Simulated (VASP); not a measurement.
# CaMg2As6 (Fm-3m) in VASP: a series of runs, part 2 of 2

VASP 6.6.1. Earlier steps stand in the parts before.

### 4 Single point, PBE

This run uses another cell than the first one, of 23.85 Å³/atom.

Input file INCAR:

```
SYSTEM = CaMg2As6
PREC = Accurate
ENCUT = 520
EDIFF = 1E-7
ISMEAR = 0
SIGMA = 0.1
LREAL = .False.
LASPH = .True.
NELM = 80
ALGO = Normal
ISIF = 2
LWAVE = .False.
LCHARG = .False.
GGA = PE
NBANDS = 32
```

Input file KPOINTS:

```
Automatic mesh
0
Gamma
  8 8 8
  0 0 0
```

Input file POSCAR:

```
CaMg2As6
1.0
    0.0000000000      4.7521443578      4.7521443578
    4.7521443578      0.0000000000      4.7521443578
    4.7521443578      4.7521443578      0.0000000000
Ca Mg As
1 2 6
Direct
    0.0000000000      0.0000000000      0.0000000000
    0.7500000000      0.7500000000      0.7500000000
    0.2500000000      0.2500000000      0.2500000000
    0.6999596231      0.3000403769      0.6999596231
    0.3000403769      0.3000403769      0.6999596231
    0.6999596231      0.6999596231      0.3000403769
    0.3000403769      0.6999596231      0.3000403769
    0.3000403769      0.6999596231      0.6999596231
    0.6999596231      0.3000403769      0.3000403769
```

Potentials or basis: VASP PAW PBE potentials, release 64 (Ca_sv, Mg, As).

Run with:

```sh
$ cat potpaw_PBE.64/Ca_sv/POTCAR potpaw_PBE.64/Mg/POTCAR potpaw_PBE.64/As/POTCAR > POTCAR
$ mpirun -np 1 vasp_std > vasp.out
```

OUTCAR:

```text
SYSTEM = CaMg2As6
   PREC = Accurate
   ENCUT = 520
   EDIFF = 1E-7
   ISMEAR = 0
   LREAL = .False.
   LASPH = .True.
   NELM = 80
   ISIF = 2
   GGA = PE

 ion  position               nearest neighbor table
   1  0.000  0.000  0.000-   4 2.85   5 2.85   6 2.85   7 2.85   8 2.85   9 2.85
   2  0.750  0.750  0.750-
   3  0.250  0.250  0.250-
   4  0.700  0.300  0.700-   5 2.69   6 2.69   8 2.69   9 2.69   1 2.85
   5  0.300  0.300  0.700-   4 2.69   7 2.69   8 2.69   9 2.69   1 2.85
   6  0.700  0.700  0.300-   4 2.69   7 2.69   8 2.69   9 2.69   1 2.85
   7  0.300  0.700  0.300-   5 2.69   6 2.69   8 2.69   9 2.69   1 2.85
   8  0.300  0.700  0.700-   4 2.69   5 2.69   6 2.69   7 2.69   1 2.85
   9  0.700  0.300  0.300-   4 2.69   5 2.69   6 2.69   7 2.69   1 2.85

  LATTYP: Found a face centered cubic cell.
 ALAT       =     9.5042887156

  Lattice vectors:

 A1 = (   0.0000000000,   4.7521443578,   4.7521443578)
 A2 = (   4.7521443578,   0.0000000000,   4.7521443578)
 A3 = (   4.7521443578,   4.7521443578,   0.0000000000)

Analysis of symmetry for initial positions (statically):
=====================================================================
 Subroutine PRICEL returns:
 Original cell was already a primitive cell.

 Routine SETGRP: Setting up the symmetry group for a
 face centered cubic supercell.

 Subroutine GETGRP returns: Found 48 space group operations
 (whereof 48 operations were pure point group operations)
 out of a pool of 48 trial point group operations.

The static configuration has the point symmetry O_h .

Analysis of symmetry for dynamics (positions and initial velocities):
=====================================================================
 Subroutine PRICEL returns:
 Original cell was already a primitive cell.

 Routine SETGRP: Setting up the symmetry group for a
 face centered cubic supercell.

 Subroutine GETGRP returns: Found 48 space group operations
 (whereof 48 operations were pure point group operations)
[... 143 lines left out ...]
   AEXX    =    0.0000 exact exchange contribution
   IVDW    =     0    specifies the selected vdW correction
   LEPSILON=     F    determine dielectric tensor
   LRPA    =     F    only Hartree local field effects (RPA)
 non-spin polarized calculation
 Gauss-broadening in eV      SIGMA  =   0.10
  energy-cutoff  :      520.00
  volume of cell :      214.63
 maximum number of plane-waves:      5825
 NGX is ok and might be reduce to    50
   NGX = 25   NGY = 25   NGZ = 25

 number of electron      43.9999997 magnetization

 Free energy of the ion-electron system (eV)
  ---------------------------------------------------
  ext. energy  EPLUGINS =         0.00000000
  ---------------------------------------------------
  free energy    TOTEN  =       -31.80078271 eV

  energy without entropy =      -31.78140856  energy(sigma->0) =      -31.79109563

 E-fermi :   4.1645     XC(G=0):  -9.2840

 val. band max:        4.1496227124   @ k =   0.1250   0.0000   0.0000
 cond. band min:       4.1882947840   @ k =   0.5000   0.3750   0.1250
 fundamental gap:      0.0386720716
 Fermi energy:         4.1644781201

 k-point     1 :       0.0000    0.0000    0.0000
  band No.  band energies     occupation
      1     -36.9973      2.00000
      2     -18.0976      2.00000
      3     -18.0976      2.00000
      4     -18.0976      2.00000
      5     -10.4077      2.00000
      6      -7.0493      2.00000
[... 829 lines left out ...]
     31       7.6306      0.00000
     32       7.7485      0.00000

 [... further k-points ...]

------------------------ aborting loop because EDIFF is reached ----------------------------------------

  FORCE on cell =-STRESS in cart. coord.  units (eV):
  Direction    XX          YY          ZZ          XY          YZ          ZX
  --------------------------------------------------------------------------------------
  -------------------------------------------------------------------------------------
  Total        0.1719510      0.1719510      0.1719510      0.0000000      0.0000000      0.0000000
  in kB        1.2835606      1.2835606      1.2835606      0.0000000      0.0000000      0.0000000
  external PRESSURE =       1.2835606 kB  Pullay stress =       0.0000000 kB

 VOLUME and BASIS-vectors are now :
 -----------------------------------------------------------------------------
  energy-cutoff  :      520.00
  volume of cell :      214.63
      direct lattice vectors                 reciprocal lattice vectors
     0.000000000  4.752144358  4.752144358    -0.105215659  0.105215659  0.105215659
     4.752144358  0.000000000  4.752144358     0.105215659 -0.105215659  0.105215659
     4.752144358  4.752144358  0.000000000     0.105215659  0.105215659 -0.105215659

 POSITION                                       TOTAL-FORCE (eV/Angst)
 -----------------------------------------------------------------------------------
      0.00000      0.00000      0.00000         0.000000     -0.000000      0.000000
      7.12822      7.12822      7.12822         0.000000     -0.000000      0.000000
      2.37607      2.37607      2.37607        -0.000000     -0.000000      0.000000
      4.75214      6.65262      4.75214         0.000000      0.024732      0.000000
      4.75214      4.75214      2.85167         0.000000     -0.000000     -0.024732
      4.75214      4.75214      6.65262         0.000000     -0.000000      0.024732
      4.75214      2.85167      4.75214         0.000000     -0.024732      0.000000
      6.65262      4.75214      4.75214         0.024732     -0.000000      0.000000
      2.85167      4.75214      4.75214        -0.024732     -0.000000      0.000000
 -----------------------------------------------------------------------------------
    total drift:                               -0.000000      0.000000      0.000000

  FREE ENERGIE OF THE ION-ELECTRON SYSTEM (eV)
  ---------------------------------------------------
  free  energy   TOTEN  =       -31.8007827098 eV

  energy  without entropy=      -31.7814085565  energy(sigma->0) =      -31.79109563
```

Wall time 2.7 min (1 thread of Intel Xeon Platinum 8488C (Sapphire Rapids), shared host); peak memory 0.47 GiB.

What came out:

* Free energy: -31.8008 eV
* Pressure: 0.1 GPa
* Largest force: 0.025 eV/Å
* Band gap on the k mesh: zero (bands 22 and 23 overlap by 0.72 eV)

Forces in eV/Å, atoms in the order of the input:
```
Ca   0.000  0.000  0.000
Mg   0.000  0.000  0.000
Mg   0.000  0.000  0.000
As   0.000  0.025  0.000
As   0.000  0.000 -0.025
As   0.000  0.000  0.025
As   0.000 -0.025  0.000
As   0.025  0.000  0.000
As  -0.025  0.000  0.000
```

Levels at points of the mesh, in eV from the Fermi level:
```
           k point  band 19  band 20  band 21  band 22  band 23  band 24  band 25  band 26
(0.00, 0.00, 0.00)    -0.05    -0.05    -0.05    -0.04     1.00     1.00     1.35     1.35
(0.50, 0.00, 0.00)    -1.97    -1.97     0.27     0.40     0.40     0.95     1.08     1.08
(0.50, 0.50, 0.00)    -1.51    -1.51    -1.20    -0.36    -0.28    -0.28     0.90     1.08
```

### 5 Relaxation of cell and atoms, PBE

Input file INCAR:

```
PREC = Accurate
ENCUT = 600
EDIFF = 1E-6
ISMEAR = 0
SIGMA = 0.1
LREAL = False
LASPH = True
NELM = 100
ALGO = Normal
ISIF = 3
LWAVE = False
LCHARG = False
GGA = PE
IBRION = 2
NSW = 90
EDIFFG = -0.04
```

Input file KPOINTS:

```
Automatic mesh
0
Gamma
  4 4 4
```

Input file POSCAR:

```
CaMg2As6
1.0
    0.0000000000      4.4979986700      4.4979986700
    4.4979986700      0.0000000000      4.4979986700
    4.4979986700      4.4979986700      0.0000000000
Ca Mg As
1 2 6
Direct
    0.0000000000      0.0000000000      0.0000000000
    0.7500000000      0.7500000000      0.7500000000
    0.2500000000      0.2500000000      0.2500000000
    0.7576363100      0.2423636900      0.7576363100
    0.2423636900      0.2423636900      0.7576363100
    0.7576363100      0.7576363100      0.2423636900
    0.2423636900      0.7576363100      0.2423636900
    0.2423636900      0.7576363100      0.7576363100
    0.7576363100      0.2423636900      0.2423636900
```

Run with:

```sh
$ cat potpaw_PBE.64/Ca_sv/POTCAR potpaw_PBE.64/Mg/POTCAR potpaw_PBE.64/As/POTCAR > POTCAR
$ mpirun -np 1 vasp_std > vasp.out
```

Wall time 8.4 min (1 thread of Intel Xeon Platinum 8488C (Sapphire Rapids), shared host); peak memory 0.45 GiB.

It converged, with:

```
Free energy                           : -32.0966 eV
Relaxed volume                        : 23.72 Å³/atom
Relaxed cell                          : a = 6.708 Å, b = 6.708 Å, c = 6.708 Å, α = 60.00°, β = 60.00°, γ = 60.00°
Space group after relaxing (to 0.1 Å) : Fm-3m (No. 225)
Energy gained by relaxing             : 1176.3 meV/atom
Ionic steps                           : 11
Pressure after relaxing               : 0.0 GPa
Band gap on the k mesh                : zero (bands 22 and 23 overlap by 0.72 eV)
```

Forces on the atoms (eV/Å):
```
Ca   0.000  0.000  0.000
Mg   0.000  0.000  0.000
Mg   0.000  0.000  0.000
As   0.000 -0.003  0.000
As   0.000  0.000  0.003
As   0.000  0.000 -0.003
As   0.000  0.003  0.000
As  -0.003  0.000  0.000
As   0.003  0.000  0.000
```

Step by step:
```csv
step,energy change (eV),largest force (eV/Å),pressure (GPa),volume (Å³)
1,0.0000,6.7742,18.97,182.01
2,-7.9358,1.7492,-6.72,252.64
3,-7.9279,1.7919,-6.47,250.10
4,-10.1013,1.3256,-3.17,221.52
5,-10.5274,0.1096,2.26,204.27
6,-10.5494,0.3178,0.73,207.96
7,-10.5513,0.2262,1.06,207.11
8,-10.5811,0.0411,0.68,210.55
9,-10.5823,0.1073,0.60,211.41
10,-10.5851,0.0711,-0.36,214.76
11,-10.5869,0.0029,0.01,213.44
```

Final structure:
```cif
data_structure
_symmetry_space_group_name_H-M 'P 1'
_symmetry_Int_Tables_number 1
_cell_length_a 6.7081
_cell_length_b 6.7081
_cell_length_c 6.7081
_cell_angle_alpha 60.000
_cell_angle_beta 60.000
_cell_angle_gamma 60.000
_cell_volume 213.44
loop_
_atom_site_label
_atom_site_type_symbol
_atom_site_fract_x
_atom_site_fract_y
_atom_site_fract_z
_atom_site_occupancy
Ca1 Ca 0.00000 0.00000 0.00000 1
Mg1 Mg 0.75000 0.75000 0.75000 1
Mg2 Mg 0.25000 0.25000 0.25000 1
As1 As 0.70040 0.29960 0.70040 1
As2 As 0.29960 0.29960 0.70040 1
As3 As 0.70040 0.70040 0.29960 1
As4 As 0.29960 0.70040 0.29960 1
As5 As 0.29960 0.70040 0.70040 1
As6 As 0.70040 0.29960 0.29960 1
```

Levels at points of the mesh, in eV from the Fermi level:
| k point | band 19 | band 20 | band 21 | band 22 | band 23 | band 24 | band 25 | band 26 |
| --- | --- | --- | --- | --- | --- | --- | --- | --- |
| (0.00, 0.00, 0.00) | 0.00 | 0.00 | 0.00 | 0.05 | 1.07 | 1.07 | 1.42 | 1.42 |
| (0.50, 0.00, 0.00) | -1.92 | -1.92 | 0.32 | 0.46 | 0.46 | 1.06 | 1.14 | 1.14 |
| (0.50, 0.50, 0.00) | -1.47 | -1.47 | -1.15 | -0.29 | -0.23 | -0.23 | 0.97 | 1.15 |

Caveat: the volume moved by over 15 % at a fixed basis, so the end points are rough.

### 6 Relaxation of cell and atoms, PBE

This run uses another cell than the first one, of 23.61 Å³/atom.

Input file INCAR:

```
SYSTEM = CaMg2As6
ALGO     = Normal         ! electronic algorithm
EDIFF    = 1E-7           ! SCF threshold, eV
EDIFFG   = -0.01          ! ionic threshold
ENCUT    = 600            ! plane-wave cutoff, eV
GGA      = PE             ! functional
IBRION   = 2              ! ionic algorithm
ISIF     = 3              ! what is computed and relaxed
ISMEAR   = 0              ! smearing method
LASPH    = .TRUE.         ! aspherical terms in the spheres
LCHARG   = .FALSE.        ! write CHGCAR
LREAL    = .FALSE.        ! projectors in reciprocal space
LWAVE    = .FALSE.        ! write WAVECAR
NELM     = 80             ! most SCF steps
NSW      = 100            ! ionic steps
PREC     = Accurate       ! precision mode
SIGMA    = 0.1            ! smearing width, eV
```

Input file KPOINTS:

```
k-points
0
G
  8 8 8
  0 0 0
```

Input file POSCAR:

```
CaMg2As6
1.0
    0.0000000000      4.7364681891      4.7364681891
    4.7364681891      0.0000000000      4.7364681891
    4.7364681891      4.7364681891      0.0000000000
Ca Mg As
1 2 6
Direct
    0.0000000000      0.0000000000      0.0000000000
    0.7500000000      0.7500000000      0.7500000000
    0.2500000000      0.2500000000      0.2500000000
    0.7002433131      0.2997566869      0.7002433131
    0.2997566869      0.2997566869      0.7002433131
    0.7002433131      0.7002433131      0.2997566869
    0.2997566869      0.7002433131      0.2997566869
    0.2997566869      0.7002433131      0.7002433131
    0.7002433131      0.2997566869      0.2997566869
```

Potentials or basis: VASP PAW PBE potentials, release 64 (Ca_sv, Mg, As).

Run with:

```sh
$ cat potpaw_PBE.64/Ca_sv/POTCAR potpaw_PBE.64/Mg/POTCAR potpaw_PBE.64/As/POTCAR > POTCAR
$ mpirun -np 1 vasp_std > vasp.out
```

Run time: 11 min. Hardware: 1 thread of Intel Xeon Platinum 8488C (Sapphire Rapids), shared host; peak memory 0.57 GiB.

The run converged. Its results:

| Quantity | Value |
| --- | --- |
| Free energy | -31.8013 eV |
| Relaxed volume | 23.89 Å³/atom |
| Relaxed cell | a = 6.725 Å, b = 6.725 Å, c = 6.725 Å, α = 60.00°, β = 60.00°, γ = 60.00° |
| Space group after relaxing (to 0.1 Å) | Fm-3m (No. 225) |
| Energy gained by relaxing | 0.5 meV/atom |
| Ionic steps | 5 |
| Pressure after relaxing | 0.0 GPa |
| Largest force after relaxing | 0.004 eV/Å |
| Band gap on the k mesh | zero (bands 22 and 23 overlap by 0.72 eV) |

Forces on the atoms (eV/Å):
```
Ca   0.000  0.000  0.000
Mg   0.000  0.000  0.000
Mg   0.000  0.000  0.000
As   0.000 -0.004  0.000
As   0.000  0.000  0.004
As   0.000  0.000 -0.004
As   0.000  0.004  0.000
As  -0.004  0.000  0.000
As   0.004  0.000  0.000
```

The path:
```csv
step,energy change (eV),largest force (eV/Å),pressure (GPa),volume (Å³)
1,0.0000,0.0521,0.55,212.52
2,-0.0032,0.0621,-0.11,215.01
3,-0.0035,0.0366,0.04,214.44
4,-0.0039,0.0219,0.02,214.71
5,-0.0041,0.0039,0.01,215.04
```

Final structure:
```
Ca Mg As
1.0
     0.00000    4.75512    4.75512
     4.75512    0.00000    4.75512
     4.75512    4.75512    0.00000
Ca Mg As
1 2 6
Direct
  0.00000 0.00000 0.00000
  0.75000 0.75000 0.75000
  0.25000 0.25000 0.25000
  0.70008 0.29992 0.70008
  0.29992 0.29992 0.70008
  0.70008 0.70008 0.29992
  0.29992 0.70008 0.29992
  0.29992 0.70008 0.70008
  0.70008 0.29992 0.29992
```

Levels at points of the mesh, in eV from the Fermi level:
| k point | band 19 | band 20 | band 21 | band 22 | band 23 | band 24 | band 25 | band 26 |
| --- | --- | --- | --- | --- | --- | --- | --- | --- |
| (0.00, 0.00, 0.00) | -0.05 | -0.05 | -0.05 | -0.05 | 0.99 | 0.99 | 1.35 | 1.35 |
| (0.50, 0.00, 0.00) | -1.96 | -1.96 | 0.27 | 0.39 | 0.39 | 0.95 | 1.07 | 1.07 |
| (0.50, 0.50, 0.00) | -1.51 | -1.51 | -1.19 | -0.37 | -0.28 | -0.28 | 0.89 | 1.08 |

### 7 Summary

```csv
task,cell,k mesh,cutoff (eV),gap on the mesh (eV),pressure (GPa),relaxed volume (Å³/atom),largest force (eV/Å)
single point,"a = 6.361 Å, angles 60.0°, 9 atoms, atomic positions A",4 × 4 × 4,520,none,19.0,-,6.77
single point,"a = 6.698 Å, angles 60.0°, 9 atoms, atomic positions B",4 × 4 × 4,520,none,0.3,-,0.05
single point,"a = 6.721 Å, angles 60.0°, 9 atoms, atomic positions C",8 × 8 × 8,520,none,0.1,-,0.02
relaxation of cell and atoms,"relaxed from a = 6.361 Å, angles 60.0°, 9 atoms, atomic positions A",4 × 4 × 4,600,none,0.0,23.72,-
relaxation of cell and atoms,"relaxed from a = 6.698 Å, angles 60.0°, 9 atoms, atomic positions B",8 × 8 × 8,600,none,0.0,23.89,-
```

Alike in all rows: level PBE; potentials or basis VASP PAW PBE potentials, release 64 (Ca_sv, Mg, As); no spin polarisation; smearing gaussian 0.1 eV.

Caveats: the cell stands under pressure (at least some runs); forces of over 1 eV/Å act on the atoms, so gaps and moduli don't describe the material at rest (at least some runs); the volume moved by over 15 % at a fixed basis, so the end points are rough (at least some runs).

Total energies depend on the potentials used, so only differences within one code and one set of settings carry meaning.

The gap in the log of VASP goes by the Fermi energy; the results here count the filled bands.